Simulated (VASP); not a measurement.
# Nb16H (a cell with a defect) in VASP: single point with PBE

Aim: the single point of Nb16H (a cell with a defect) with PBE.

Program: VASP 6.6.1. These are calculated values, not measurements. Logs are shortened: lines on timing, memory, paths and dates and some standing lists are left out, and cuts for length are marked.

**1. The cell of the first run**

The cell holds a defect, 17 atoms: a = 6.600 Å, b = 6.600 Å, c = 6.600 Å, α = 90.00°, β = 90.00°, γ = 90.00°.

**2. Single point, PBE**

Input file INCAR:

```
ALGO = Normal
EDIFF = 1E-7
ENCUT = 520
GGA = PE
ISIF = 2
ISMEAR = -1
LASPH = T
LCHARG = F
LREAL = Auto
LWAVE = F
NBANDS = 118
NELM = 60
PREC = Accurate
SIGMA = 0.05
```

Input file KPOINTS:

```
k-points
0
Gamma
  3 3 3
```

Input file POSCAR:

```
Nb16H
1.0
    6.6000000000      0.0000000000      0.0000000000
    0.0000000000      6.6000000000      0.0000000000
    0.0000000000      0.0000000000      6.6000000000
Nb H
16 1
Direct
   -0.0054121212      0.0008575758     -0.0060377273
    0.5000754545      0.0007807576     -0.0005387879
    0.0017898485      0.5007569697      0.0004986364
   -0.0054746970      0.0008604545      0.5069337879
    0.2557784848      0.2574909091      0.2504386364
    0.5024375758      0.5009024242      0.0005293939
    0.5001069697      0.0007886364      0.5013845455
    0.7500746970      0.2518286364      0.2504048485
    0.0017309091      0.5007604545      0.5003378788
    0.2555940909      0.7442993939      0.2504446970
    0.2484981818      0.2507003030      0.7503986364
    0.5024707576      0.5008990909      0.5002800000
    0.7501460606      0.7498145455      0.2504075758
    0.7477357576      0.2505433333      0.7504509091
    0.2483553030      0.7509380303      0.7503842424
    0.7478110606      0.7510250000      0.7504456061
    0.1253468182      0.0010342424      0.2504633333
```

Potentials or basis: VASP PAW PBE potentials, release 64 (Nb_sv, H).

The run is started by

```
> cat potpaw_PBE.64/Nb_sv/POTCAR potpaw_PBE.64/H/POTCAR > POTCAR
> mpirun -np 1 vasp_std > vasp.out
```

OUTCAR:

```text
EDIFF = 1E-7
   ENCUT = 520
   GGA = PE
   ISIF = 2
   ISMEAR = -1
   LASPH = T
   LREAL = Auto
   NELM = 60
   PREC = Accurate

 ion  position               nearest neighbor table
   1  0.995  0.001  0.994-  17 1.90  14 2.82  16 2.82  15 2.85  11 2.85   8 2.87  13 2.87  10 2.95
                             5 2.95
   2  0.500  0.001  0.999-  14 2.84  16 2.84  11 2.86  15 2.86  13 2.87   8 2.87  10 2.87   5 2.87

   3  0.002  0.501  0.000-  15 2.85  11 2.85   5 2.85  10 2.85   8 2.86  13 2.86  16 2.87  14 2.87
[... 23 lines left out ...]
  15  0.248  0.751  0.750-   9 2.85   3 2.85   4 2.85   1 2.85   7 2.86   2 2.86  12 2.87   6 2.87

  16  0.748  0.751  0.750-   4 2.82   1 2.82   6 2.84  12 2.84   2 2.84   7 2.84   9 2.87   3 2.87

  17  0.125  0.001  0.250-   5 1.90  10 1.90   1 1.90   4 1.90

  LATTYP: Found a simple cubic cell.
 ALAT       =     6.6000000000

  Lattice vectors:

 A1 = (   6.6000000000,   0.0000000000,   0.0000000000)
 A2 = (   0.0000000000,   6.6000000000,   0.0000000000)
 A3 = (   0.0000000000,   0.0000000000,   6.6000000000)

Analysis of symmetry for initial positions (statically):
=====================================================================
 Subroutine PRICEL returns:
 Original cell was already a primitive cell.

 Routine SETGRP: Setting up the symmetry group for a
 simple cubic supercell.

 Subroutine GETGRP returns: Found  1 space group operations
 (whereof  1 operations were pure point group operations)
 out of a pool of 48 trial point group operations.

The static configuration has the point symmetry C_1 .

Analysis of symmetry for dynamics (positions and initial velocities):
=====================================================================
 Subroutine PRICEL returns:
 Original cell was already a primitive cell.

 Routine SETGRP: Setting up the symmetry group for a
 simple cubic supercell.

 Subroutine GETGRP returns: Found  1 space group operations
 (whereof  1 operations were pure point group operations)
 out of a pool of 48 trial point group operations.

The dynamic configuration has the point symmetry C_1 .

 Subroutine INISYM returns: Found  1 space group operations
 (whereof  1 operations are pure point group operations),
 and found     1 'primitive' translations

[... 116 lines left out ...]
   NSW    =      0    number of steps for IOM
   IBRION =     -1    ionic relax: 0-MD 1-quasi-New 2-CG
   NFREE  =      0    steps in history (QN), initial steepest desc. (CG)
   ISIF   =      2    stress and relaxation
   ISYM   =      2    0-nonsym 1-usesym 2-fastsym
   POTIM  = 0.5000    time-step for ionic-motion
   TEBEG  =    0.0;   TEEND  =   0.0 temperature during run
   PSTRESS=    0.0 pullay stress
   NELECT =     209.0000    total number of electrons
   NUPDOWN=      -1.0000    fix difference up-down
   EMIN   =  10.00;   EMAX   =-10.00  energy-range for DOS
   EFERMI =   0.00;   METHOD = LEGACY
   ISMEAR =    -1;   SIGMA  =   0.05  broadening in eV -4-tet -1-fermi 0-gaus
   EFERMI_NEDOS =   21; number of points for ismear=-14 and -15
   IALGO  =     38    algorithm
   IMIX   =      4    mixing-type and parameters
     AMIX     =   0.40;   BMIX     =  1.00
     AMIX_MAG =   1.60;   BMIX_MAG =  1.00
  volume/ion in A,a.u.               =      16.91       114.12
  Fermi-wavevector in a.u.,A,eV,Ry     =   1.472018  2.781710 29.481589  2.166836
  Thomas-Fermi vector in A             =   2.587083
   LORBIT       =      0    0 simple, 1 ext, 2 COOP (PROOUT), +10 PAW based schemes
   GGA     = PE    functional components
   LHFCALC =     F    Hartree Fock is set to
   AEXX    =    0.0000 exact exchange contribution
   IVDW    =     0    specifies the selected vdW correction
   LEPSILON=     F    determine dielectric tensor
   LRPA    =     F    only Hartree local field effects (RPA)
 non-spin polarized calculation
  energy-cutoff  :      520.00
  volume of cell :      287.50
 maximum number of plane-waves:      7809
 NGX is ok and might be reduce to    50
   NGX = 25   NGY = 25   NGZ = 25

 number of electron     209.0000019 magnetization

 Free energy of the ion-electron system (eV)
  ---------------------------------------------------
  ext. energy  EPLUGINS =         0.00000000
  ---------------------------------------------------
  free energy    TOTEN  =      -167.52029385 eV

  energy without entropy =     -167.41810295  energy(sigma->0) =     -167.46919840

 E-fermi :  11.2629     XC(G=0): -12.5427

 val. band max:       11.2270909633   @ k =   0.3333   0.0000   0.0000
 cond. band min:      11.2820283375   @ k =   0.3333   0.3333   0.0000
 fundamental gap:      0.0549373741
 Fermi energy:        11.2628607866

 k-point     1 :       0.0000    0.0000    0.0000
  band No.  band energies     occupation
      1     -43.0807      2.00000
      2     -42.8935      2.00000
      3     -42.8788      2.00000
      4     -42.8785      2.00000
      5     -42.8592      2.00000
      6     -42.8478      2.00000
[... 1655 lines left out ...]
    115      13.6663      0.00000
    116      13.6954      0.00000
 [bands above 116 left out]

------------------------ aborting loop because EDIFF is reached ----------------------------------------

  FORCE on cell =-STRESS in cart. coord.  units (eV):
  Direction    XX          YY          ZZ          XY          YZ          ZX
  --------------------------------------------------------------------------------------
  -------------------------------------------------------------------------------------
  Total        3.5673687      4.2256778      4.2098340      0.0025050     -0.0023370      0.0006310
  in kB       19.8804758     23.5491459     23.4608503      0.0139601     -0.0130236      0.0035164
  external PRESSURE =      22.2968240 kB  Pullay stress =       0.0000000 kB

 VOLUME and BASIS-vectors are now :
 -----------------------------------------------------------------------------
  energy-cutoff  :      520.00
  volume of cell :      287.50
      direct lattice vectors                 reciprocal lattice vectors
     6.600000000  0.000000000  0.000000000     0.151515152  0.000000000  0.000000000
     0.000000000  6.600000000  0.000000000     0.000000000  0.151515152  0.000000000
     0.000000000  0.000000000  6.600000000     0.000000000  0.000000000  0.151515152

 POSITION                                       TOTAL-FORCE (eV/Angst)
 -----------------------------------------------------------------------------------
      6.56428      0.00566      6.56015        -0.007365     -0.003083     -0.003605
      3.30050      0.00515      6.59644         0.001202      0.002456      0.001832
      0.01181      3.30500      0.00329         0.002986      0.004029     -0.002573
      6.56387      0.00568      3.34576        -0.003428     -0.002663      0.000822
      1.68814      1.69944      1.65290         0.000646     -0.002819     -0.001282
      3.31609      3.30596      0.00349         0.000032     -0.003260      0.001687
[... 9 lines left out ...]
      4.93555      4.95676      4.95294        -0.001214     -0.004653     -0.001087
      0.82729      0.00683      1.65306        -0.003136     -0.003879      0.000267
 -----------------------------------------------------------------------------------
    total drift:                                0.005935     -0.004268     -0.001307

  FREE ENERGIE OF THE ION-ELECTRON SYSTEM (eV)
  ---------------------------------------------------
  free  energy   TOTEN  =      -167.5202938540 eV

  energy  without entropy=     -167.4181029469  energy(sigma->0) =     -167.46919840
```

OSZICAR:

```text
N       E                     dE             d eps       ncg     rms          rms(c)
DAV:   1     0.314381893674E+04    0.31438E+04   -0.11460E+05  3304   0.188E+03
DAV:   2     0.129918990004E+03   -0.30139E+04   -0.29624E+04  3684   0.828E+02
DAV:   3    -0.143410431025E+03   -0.27333E+03   -0.26433E+03  5224   0.171E+02
DAV:   4    -0.172138167830E+03   -0.28728E+02   -0.27386E+02  5696   0.498E+01
[... 11 lines left out ...]
DAV:  16    -0.167520295972E+03    0.27536E-05   -0.91131E-06  5896   0.143E-02    0.602E-03
DAV:  17    -0.167520294744E+03    0.12274E-05   -0.23831E-06  4816   0.727E-03    0.264E-03
DAV:  18    -0.167520294280E+03    0.46411E-06   -0.37632E-07  2920   0.311E-03    0.143E-03
DAV:  19    -0.167520293947E+03    0.33364E-06   -0.10588E-07  2200   0.229E-03    0.543E-04
DAV:  20    -0.167520293854E+03    0.92532E-07   -0.59497E-08  2168   0.138E-03
   1 F= -.16752029E+03 E0= -.16746920E+03  d E =-.102191E+00
```

stdout:

```text
POSCAR found type information on POSCAR NbH
 POSCAR found :  2 types and      17 ions
 scaLAPACK will be used
 LDA part: xc-table for (Slater+PW92), standard interpolation
 POSCAR, INCAR and KPOINTS ok, starting setup
 FFT: planning ... GRIDC
 FFT: planning ... GRID_SOFT
 FFT: planning ... GRID
 WAVECAR not read
 entering main loop
```

Run time: 38 min. Hardware: 1 thread of AMD EPYC 7R13, shared host; peak memory 0.53 GiB.

What came out:

| Quantity | Value |
| --- | --- |
| Free energy | -167.5203 eV |
| Pressure | 2.2 GPa |
| Largest force | 0.009 eV/Å |
| Band gap on the k mesh | zero (an odd number of electrons rules out a gap without spin polarisation) |

Forces in eV/Å, atoms in the order of the input:
```
Nb  -0.007 -0.003 -0.004
Nb   0.001  0.002  0.002
Nb   0.003  0.004 -0.003
Nb  -0.003 -0.003  0.001
Nb   0.001 -0.003 -0.001
Nb   0.000 -0.003  0.002
Nb  -0.001  0.003 -0.001
Nb   0.003 -0.005  0.001
Nb   0.006  0.004  0.003
Nb   0.007  0.002 -0.002
Nb  -0.006  0.005  0.002
Nb  -0.002 -0.003 -0.001
Nb  -0.003  0.006  0.000
Nb   0.005  0.007 -0.001
Nb   0.001 -0.004  0.003
Nb  -0.001 -0.005 -0.001
H   -0.003 -0.004  0.000
```

Stress tensor (GPa, compression positive):
```
1.99 0.00 0.00
0.00 2.35 0.00
0.00 0.00 2.35
```

Levels at points of the mesh, in eV from the Fermi level:
| k point | band 100 | band 101 | band 102 | band 103 | band 104 | band 105 | band 106 | band 107 |
| --- | --- | --- | --- | --- | --- | --- | --- | --- |
| (0.00, 0.00, 0.00) | 0.36 | 0.65 | 0.86 | 0.89 | 0.89 | 0.92 | 0.92 | 0.94 |

The gap in the log of VASP goes by the Fermi energy; the results here count the filled bands.